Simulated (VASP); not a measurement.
# BP (I-4m2) in VASP: further runs, part 2 of 2

VASP 6.6.1.

## 4. Single point, LDA (equal xx and yy strain of +2 %)

INCAR

```
SYSTEM = BP
PREC     = Accurate       ! precision mode
ENCUT    = 520            ! plane-wave cutoff, eV
EDIFF    = 1E-6           ! SCF threshold, eV
ISMEAR   = -1             ! smearing method
SIGMA    = 0.05           ! smearing width, eV
LREAL    = .FALSE.        ! projectors in reciprocal space
LASPH    = .TRUE.         ! aspherical terms in the spheres
NELM     = 100            ! most SCF steps
ALGO     = Normal         ! electronic algorithm
ISIF     = 2              ! what is computed and relaxed
LWAVE    = .FALSE.        ! write WAVECAR
LCHARG   = .FALSE.        ! write CHGCAR
NBANDS   = 11             ! bands
```

KPOINTS

```
regular mesh
0
G
  15 15 15
  0 0 0
```

POSCAR

```
BP
1.0
    0.0000000000      2.3143800000      2.2690000000
    2.3143800000      0.0000000000      2.2690000000
    2.3143800000      2.3143800000      0.0000000000
B P
1 1
Direct
    0.0000000000      0.0000000000      0.0000000000
    0.7500000000      0.7500000000      0.7500000000
```

Potentials or basis: VASP PAW LDA potentials, release 64 (B, P).

The run is started by

```sh
> cat potpaw_LDA.64/B/POTCAR potpaw_LDA.64/P/POTCAR > POTCAR
> mpirun -np 1 vasp_std > vasp.out
```

OUTCAR:

```text
SYSTEM = BP
   PREC = Accurate
   ENCUT = 520
   EDIFF = 1E-6
   ISMEAR = -1
   LREAL = .FALSE.
   LASPH = .TRUE.
   NELM = 100
   ISIF = 2

 ion  position               nearest neighbor table
   1  0.000  0.000  0.000-   2 1.99   2 1.99   2 1.99   2 1.99
   2  0.750  0.750  0.750-   1 1.99   1 1.99   1 1.99   1 1.99

  LATTYP: Found a body centered tetragonal cell.
 ALAT       =     3.2730275845
 C/A-ratio  =     1.3864838847

  Lattice vectors:

 A1 = (   0.0000000000,  -2.3143800000,  -2.2690000000)
 A2 = (   0.0000000000,   2.3143800000,  -2.2690000000)
 A3 = (   2.3143800000,   0.0000000000,   2.2690000000)

Analysis of symmetry for initial positions (statically):
=====================================================================
 Subroutine PRICEL returns:
 Original cell was already a primitive cell.

 Routine SETGRP: Setting up the symmetry group for a
 body centered tetragonal supercell.

 Subroutine GETGRP returns: Found  8 space group operations
 (whereof  8 operations were pure point group operations)
 out of a pool of 16 trial point group operations.

The static configuration has the point symmetry D_2d.
[... 163 lines left out ...]
 cond. band min:       8.0053630656   @ k =   0.4000   0.4000   0.0000
 fundamental gap:      0.9417700339
 Fermi energy:         7.5190767085

 k-point     1 :       0.0000    0.0000    0.0000
  band No.  band energies     occupation
      1      -8.1051      2.00000
      2       6.8789      1.99999
      3       6.8789      1.99999
      4       7.0636      1.99978
      5      10.1884      0.00000
      6      10.3003      0.00000
      7      10.3003      0.00000
      8      13.7084      0.00000
      9      17.9279      0.00000
     10      18.7552      0.00000
     11      19.2488      0.00000
[... 309 lines left out ...]
 k-point    24 :       0.2000    0.1333    0.0000
  band No.  band energies     occupation
      1      -7.3965      2.00000
      2       4.3887      2.00000
      3       5.2160      2.00000
      4       5.6524      2.00000
      5       9.4641      0.00000
      6      12.4222      0.00000
      7      12.5825      0.00000
      8      13.8223      0.00000
      9      17.5522      0.00000
     10      19.2730      0.00000
     11      19.9554      0.00000

 [... further k-points ...]
[... 5 lines left out ...]
  --------------------------------------------------------------------------------------
  -------------------------------------------------------------------------------------
  Total       -1.9220352     -1.9220352     -1.1665281      0.0000000     -0.0000000     -0.0000000
  in kB     -126.6887622   -126.6887622    -76.8903732      0.0000000     -0.0000000     -0.0000000
  external PRESSURE =    -110.0892992 kB  Pullay stress =       0.0000000 kB

 VOLUME and BASIS-vectors are now :
 -----------------------------------------------------------------------------
  energy-cutoff  :      520.00
  volume of cell :       24.31
      direct lattice vectors                 reciprocal lattice vectors
     0.000000000  2.314380000  2.269000000    -0.216040581  0.216040581  0.220361393
     2.314380000  0.000000000  2.269000000     0.216040581 -0.216040581  0.220361393
     2.314380000  2.314380000  0.000000000     0.216040581  0.216040581 -0.220361393

 POSITION                                       TOTAL-FORCE (eV/Angst)
 -----------------------------------------------------------------------------------
      0.00000      0.00000      0.00000        -0.000000     -0.000000      0.000000
      3.47157      3.47157      3.40350         0.000000      0.000000     -0.000000
 -----------------------------------------------------------------------------------
    total drift:                               -0.000000     -0.000000      0.000000

  FREE ENERGIE OF THE ION-ELECTRON SYSTEM (eV)
  ---------------------------------------------------
  free  energy   TOTEN  =       -14.3342447745 eV

  energy  without entropy=      -14.3342446662  energy(sigma->0) =      -14.33424472
```

OSZICAR:

```text
N       E                     dE             d eps       ncg     rms          rms(c)
DAV:   1     0.741893848445E+01    0.74189E+01   -0.38889E+03  6360   0.647E+02
DAV:   2    -0.144628467780E+02   -0.21882E+02   -0.20960E+02  8529   0.108E+02
DAV:   3    -0.150673468451E+02   -0.60450E+00   -0.60336E+00  8002   0.159E+01
DAV:   4    -0.150698305713E+02   -0.24837E-02   -0.24834E-02  7273   0.120E+00
DAV:   5    -0.150698453271E+02   -0.14756E-04   -0.14756E-04  7845   0.916E-02    0.692E+00
DAV:   6    -0.144460217346E+02    0.62382E+00   -0.14826E+00  7179   0.508E+00    0.365E+00
DAV:   7    -0.143465122437E+02    0.99509E-01   -0.21074E-01  7920   0.231E+00    0.124E+00
DAV:   8    -0.143342095732E+02    0.12303E-01   -0.29248E-02  7430   0.900E-01    0.203E-01
DAV:   9    -0.143342453381E+02   -0.35765E-04   -0.80029E-04  7304   0.192E-01    0.135E-01
DAV:  10    -0.143342430099E+02    0.23282E-05   -0.13064E-04  7008   0.650E-02    0.324E-02
DAV:  11    -0.143342452603E+02   -0.22504E-05   -0.54522E-06  7861   0.125E-02    0.349E-02
DAV:  12    -0.143342447745E+02    0.48582E-06   -0.22873E-06  3987   0.621E-03
   1 F= -.14334245E+02 E0= -.14334245E+02  d E =-.108313E-06
```

Run time: 30 s. Hardware: 1 thread of Intel Xeon 6975P-C, shared host; peak memory 0.18 GiB.

Results:

* Free energy: -14.3342 eV
* Pressure: -11.0 GPa
* Band gap on the k mesh: 0.94 eV, indirect (least direct gap 3.12 eV)

Levels at points of the mesh, in eV from the valence-band top:
```csv
k point,band 2,band 3,band 4,band 5,band 6,band 7
"(0.00, 0.00, 0.00)",-0.18,-0.18,0.00,3.12,3.24,3.24
```

Caveat: the cell differs from its parent crystal (equal xx and yy strain of +2 %). A k mesh can miss the band edges.

## 5. Single point, LDA (equal xx and yy strain of +3 %)

INCAR

```
SYSTEM = BP
PREC = Accurate
ENCUT = 520
EDIFF = 1E-7
ISMEAR = -1
SIGMA = 0.05
LREAL = .FALSE.
LASPH = .TRUE.
NELM = 80
ALGO = Normal
ISIF = 2
LWAVE = .FALSE.
LCHARG = .FALSE.
GGA = CA
NBANDS = 11
```

KPOINTS

```
Automatic mesh
0
G
  15 15 15
  0 0 0
```

POSCAR

```
BP
1.0
    0.0000000000      2.3370700000      2.2690000000
    2.3370700000      0.0000000000      2.2690000000
    2.3370700000      2.3370700000      0.0000000000
B P
1 1
Direct
    0.0000000000      0.0000000000      0.0000000000
    0.7500000000      0.7500000000      0.7500000000
```

Potentials or basis: VASP PAW LDA potentials, release 64 (B, P).

The run is started by

```sh
> cat potpaw_LDA.64/B/POTCAR potpaw_LDA.64/P/POTCAR > POTCAR
> mpirun -np 1 vasp_std > vasp.out
```

OUTCAR:

```text
SYSTEM = BP
   PREC = Accurate
   ENCUT = 520
   EDIFF = 1E-7
   ISMEAR = -1
   LREAL = .FALSE.
   LASPH = .TRUE.
   NELM = 80
   ISIF = 2
   GGA = CA

 ion  position               nearest neighbor table
   1  0.000  0.000  0.000-   2 2.00   2 2.00   2 2.00   2 2.00
   2  0.750  0.750  0.750-   1 2.00   1 2.00   1 2.00   1 2.00

  LATTYP: Found a body centered tetragonal cell.
 ALAT       =     3.3051160902
 C/A-ratio  =     1.3730228761

  Lattice vectors:

 A1 = (   0.0000000000,  -2.3370700000,  -2.2690000000)
 A2 = (   0.0000000000,   2.3370700000,  -2.2690000000)
 A3 = (   2.3370700000,   0.0000000000,   2.2690000000)

Analysis of symmetry for initial positions (statically):
=====================================================================
 Subroutine PRICEL returns:
 Original cell was already a primitive cell.

 Routine SETGRP: Setting up the symmetry group for a
 body centered tetragonal supercell.

 Subroutine GETGRP returns: Found  8 space group operations
 (whereof  8 operations were pure point group operations)
 out of a pool of 16 trial point group operations.

The static configuration has the point symmetry D_2d.

Analysis of symmetry for dynamics (positions and initial velocities):
=====================================================================
 Subroutine PRICEL returns:
 Original cell was already a primitive cell.

 Routine SETGRP: Setting up the symmetry group for a
 body centered tetragonal supercell.

 Subroutine GETGRP returns: Found  8 space group operations
 (whereof  8 operations were pure point group operations)
 out of a pool of 16 trial point group operations.

The dynamic configuration has the point symmetry D_2d.

 Subroutine INISYM returns: Found  8 space group operations
 (whereof  8 operations are pure point group operations),
 and found     1 'primitive' translations

----------------------------------------------------------------------------------------

                                     Primitive cell

  volume of cell :      24.7861

  direct lattice vectors                    reciprocal lattice vectors
     0.000000000  2.337070000  2.269000000    -0.213943100  0.213943100  0.220361393
     2.337070000  0.000000000  2.269000000     0.213943100 -0.213943100  0.220361393
     2.337070000  2.337070000  0.000000000     0.213943100  0.213943100 -0.220361393

  length of vectors
     3.257338973  3.257338973  3.305116090     0.374302609  0.374302609  0.374302609

  position of ions in fractional coordinates (direct lattice)
     0.000000000  0.000000000  0.000000000
     0.750000000  0.750000000  0.750000000

  ion indices of the primitive-cell ions
   primitive index   ion index
                 1           1
                 2           2

----------------------------------------------------------------------------------------

 KPOINTS: Automatic mesh

Automatic generation of k-mesh.
 Grid dimensions read from file:
 generate k-points for:   15   15   15

 Generating k-lattice:

  Cartesian coordinates                     Fractional coordinates (reciprocal lattice)
    -0.014262873  0.014262873  0.014690760     0.066666667  0.000000000  0.000000000
     0.014262873 -0.014262873  0.014690760     0.000000000  0.066666667  0.000000000
     0.014262873  0.014262873 -0.014690760     0.000000000  0.000000000  0.066666667

  Length of vectors
     0.024953507  0.024953507  0.024953507

  Shift w.r.t. Gamma in fractional coordinates (k-lattice)
     0.000000000  0.000000000  0.000000000

 Subroutine IBZKPT returns following result:
 ===========================================

 Found    288 irreducible k-points:

 Following reciprocal coordinates:
            Coordinates               Weight
  0.000000  0.000000  0.000000      1.000000
  0.066667  0.000000  0.000000      8.000000
  0.133333  0.000000  0.000000      8.000000
  0.200000  0.000000  0.000000      8.000000
  0.266667  0.000000  0.000000      8.000000
  0.333333  0.000000  0.000000      8.000000
[... 16 lines left out ...]
  0.133333  0.133333  0.000000      2.000000
  0.200000  0.133333  0.000000      8.000000
 [... further k-points ...]
   k-points           NKPTS =    288   k-points in BZ     NKDIM =    288   number of bands    NBANDS=     11
   number of dos      NEDOS =    301   number of ions     NIONS =      2
   total plane-waves  NPLWV =  16128
   dimension x,y,z NGX =    24 NGY =   24 NGZ =   28
   dimension x,y,z NGXF=    48 NGYF=   48 NGZF=   56
   ions per type =               1   1
   NGX,Y,Z   is equivalent  to a cutoff of  12.25, 12.25, 14.08 a.u.
   NGXF,Y,Z  is equivalent  to a cutoff of  24.50, 24.50, 28.17 a.u.
 SYSTEM =  BP
   PREC   = accura    normal or accurate (medium, high low for compatibility)
   ISTART =      0    job   : 0-new  1-cont  2-samecut
   ICHARG =      2    charge: 1-file 2-atom 10-const
   ISPIN  =      1    spin polarized calculation?
   LNONCOLLINEAR =      F non collinear calculations
   LSORBIT =      F    spin-orbit coupling
   LASPH  =      T    aspherical Exc in radial PAW
   ENCUT  =  520.0 eV  38.22 Ry    6.18 a.u.   6.06  6.06  6.15*2*pi/ulx,y,z
   NELM   =     80;   NELMIN=  2; NELMDL= -5     # of ELM steps
   EDIFF  = 0.1E-06   stopping-criterion for ELM
   LREAL  =      F    real-space projection
   EDIFFG = 0.1E-05   stopping-criterion for IOM
   NSW    =      0    number of steps for IOM
   IBRION =     -1    ionic relax: 0-MD 1-quasi-New 2-CG
   NFREE  =      0    steps in history (QN), initial steepest desc. (CG)
   ISIF   =      2    stress and relaxation
   ISYM   =      2    0-nonsym 1-usesym 2-fastsym
   POTIM  = 0.5000    time-step for ionic-motion
   TEBEG  =    0.0;   TEEND  =   0.0 temperature during run
   PSTRESS=    0.0 pullay stress
   NELECT =       8.0000    total number of electrons
   NUPDOWN=      -1.0000    fix difference up-down
   EMIN   =  10.00;   EMAX   =-10.00  energy-range for DOS
   EFERMI =   0.00;   METHOD = LEGACY
   ISMEAR =    -1;   SIGMA  =   0.05  broadening in eV -4-tet -1-fermi 0-gaus
   EFERMI_NEDOS =   21; number of points for ismear=-14 and -15
   IALGO  =     38    algorithm
   IMIX   =      4    mixing-type and parameters
     AMIX     =   0.40;   BMIX     =  1.00
     AMIX_MAG =   1.60;   BMIX_MAG =  1.00
  volume/ion in A,a.u.               =      12.39        83.63
  Fermi-wavevector in a.u.,A,eV,Ry     =   1.122972  2.122109 17.157840  1.261066
  Thomas-Fermi vector in A             =   2.259635
   LORBIT       =      0    0 simple, 1 ext, 2 COOP (PROOUT), +10 PAW based schemes
   GGA     = CA    functional components
   LHFCALC =     F    Hartree Fock is set to
   AEXX    =    0.0000 exact exchange contribution
   IVDW    =     0    specifies the selected vdW correction
   LEPSILON=     F    determine dielectric tensor
   LRPA    =     F    only Hartree local field effects (RPA)
 non-spin polarized calculation
  energy-cutoff  :      520.00
  volume of cell :       24.79
 maximum number of plane-waves:       678
   NGX = 13   NGY = 13   NGZ = 13

 number of electron       7.9999999 magnetization

 Free energy of the ion-electron system (eV)
  ---------------------------------------------------
  ext. energy  EPLUGINS =         0.00000000
  ---------------------------------------------------
  free energy    TOTEN  =       -14.29171093 eV

  energy without entropy =      -14.29171065  energy(sigma->0) =      -14.29171079

 E-fermi :   7.2913     XC(G=0): -10.8466

 val. band max:        6.8961489822   @ k =   0.0000   0.0000   0.0000
 cond. band min:       7.7226575983   @ k =   0.4000   0.4000   0.0000
 fundamental gap:      0.8265086161
 Fermi energy:         7.2912688999

 k-point     1 :       0.0000    0.0000    0.0000
  band No.  band energies     occupation
      1      -8.1627      2.00000
      2       6.6264      2.00000
      3       6.6264      2.00000
      4       6.8961      1.99926
      5       9.9028      0.00000
      6      10.0708      0.00000
      7      10.0708      0.00000
      8      13.1908      0.00000
      9      17.5764      0.00000
     10      18.3583      0.00000
     11      19.0720      0.00000
[... 309 lines left out ...]
 k-point    24 :       0.2000    0.1333    0.0000
  band No.  band energies     occupation
      1      -7.4579      2.00000
      2       4.1835      2.00000
      3       4.9865      2.00000
      4       5.4607      2.00000
      5       9.1701      0.00000
      6      12.1281      0.00000
      7      12.2990      0.00000
      8      13.5049      0.00000
      9      17.2972      0.00000
     10      18.8963      0.00000
     11      19.6019      0.00000

 [... further k-points ...]
[... 5 lines left out ...]
  --------------------------------------------------------------------------------------
  -------------------------------------------------------------------------------------
  Total       -2.4586714     -2.4586714     -1.3437548      0.0000000      0.0000000     -0.0000000
  in kB     -158.9289945   -158.9289945    -86.8605690      0.0000000      0.0000000     -0.0000000
  external PRESSURE =    -134.9061860 kB  Pullay stress =       0.0000000 kB

 VOLUME and BASIS-vectors are now :
 -----------------------------------------------------------------------------
  energy-cutoff  :      520.00
  volume of cell :       24.79
      direct lattice vectors                 reciprocal lattice vectors
     0.000000000  2.337070000  2.269000000    -0.213943100  0.213943100  0.220361393
     2.337070000  0.000000000  2.269000000     0.213943100 -0.213943100  0.220361393
     2.337070000  2.337070000  0.000000000     0.213943100  0.213943100 -0.220361393

 POSITION                                       TOTAL-FORCE (eV/Angst)
 -----------------------------------------------------------------------------------
      0.00000      0.00000      0.00000         0.000000      0.000000     -0.000000
      3.50561      3.50561      3.40350        -0.000000     -0.000000      0.000000
 -----------------------------------------------------------------------------------
    total drift:                                0.000000      0.000000      0.000000

  FREE ENERGIE OF THE ION-ELECTRON SYSTEM (eV)
  ---------------------------------------------------
  free  energy   TOTEN  =       -14.2917109255 eV

  energy  without entropy=      -14.2917106491  energy(sigma->0) =      -14.29171079
```

stdout:

```text
POSCAR found type information on POSCAR B P
 POSCAR found :  2 types and       2 ions
 scaLAPACK will be used
 LDA part: xc-table for (Slater(with rela. corr.)+CA(PZ))
 , standard interpolation
 POSCAR, INCAR and KPOINTS ok, starting setup
 FFT: planning ... GRIDC
 FFT: planning ... GRID_SOFT
 FFT: planning ... GRID
 WAVECAR not read
 entering main loop
```

Run time: 38 s. Hardware: 1 thread of Intel Xeon 6975P-C, shared host; peak memory 0.18 GiB.

Results:

```yaml
Free_energy: -14.2917 eV
Pressure: -13.5 GPa
Band_gap_on_the_k_mesh: 0.83 eV, indirect (least direct gap 3.01 eV)
```

Caveat: the cell differs from its parent crystal (equal xx and yy strain of +3 %). A k mesh can miss the band edges.

## 6. Single point, LDA (zz strain of -3 %)

INCAR

```
SYSTEM = BP
ALGO = Normal
EDIFF = 1E-6
ENCUT = 520
ISIF = 2
ISMEAR = -1
LASPH = .TRUE.
LCHARG = .FALSE.
LREAL = .FALSE.
LWAVE = .FALSE.
NBANDS = 11
NELM = 60
PREC = Accurate
SIGMA = 0.05
```

KPOINTS

```
k-points
0
G
  15 15 15
  0 0 0
```

POSCAR

```
BP
1.0
    0.0000000000      2.2690000000      2.2009300000
    2.2690000000      0.0000000000      2.2009300000
    2.2690000000      2.2690000000      0.0000000000
B P
1 1
Direct
    0.0000000000      0.0000000000      0.0000000000
    0.7500000000      0.7500000000      0.7500000000
```

Potentials or basis: VASP PAW LDA potentials, release 64 (B, P).

The run is started by

```sh
> cat potpaw_LDA.64/B/POTCAR potpaw_LDA.64/P/POTCAR > POTCAR
> mpirun -np 1 vasp_std > vasp.out
```

Wall time 16 s (1 thread of Intel Xeon 6975P-C (Granite Rapids), shared host); peak memory 0.17 GiB.

Results (log left out):

- Free energy: -14.3881 eV
- Pressure: -0.3 GPa
- Band gap on the k mesh: 0.69 eV, indirect (least direct gap 3.12 eV)

Stress tensor (GPa, compression positive):
```
-3.00  0.00  0.00
 0.00 -3.00  0.00
 0.00  0.00  5.00
```

Levels at points of the mesh, in eV from the valence-band top:
```
           k point  band 2  band 3  band 4  band 5  band 6  band 7
(0.00, 0.00, 0.00)   -0.29   -0.29    0.00    3.12    3.30    3.30
```

Caveat: the cell differs from its parent crystal (zz strain of -3 %). A k mesh can miss the band edges.

## 7. The runs side by side

```csv
cell,gap on the mesh (eV),pressure (GPa)
"a = 3.193, b = 3.193, c = 3.177 Å, angles 60.2, 60.2, 59.7°, 2 atoms",1.09,-2.1
"a = 3.225, b = 3.225, c = 3.241 Å, angles 59.8, 59.8, 60.3°, 2 atoms",1.06,-8.3
"a = 3.241, b = 3.241, c = 3.273 Å, angles 59.7, 59.7, 60.7°, 2 atoms",0.94,-11.0
"a = 3.257, b = 3.257, c = 3.305 Å, angles 59.5, 59.5, 61.0°, 2 atoms",0.83,-13.5
"a = 3.161, b = 3.161, c = 3.209 Å, angles 59.5, 59.5, 61.0°, 2 atoms",0.69,-0.3
```

Alike in all rows: task single point; level LDA; potentials or basis VASP PAW LDA potentials, release 64 (B, P); no spin polarisation; k mesh 15 × 15 × 15; cutoff (eV) 520; smearing fermi-dirac 0.05 eV.

Absolute energies hang on the potentials; compare differences alone.
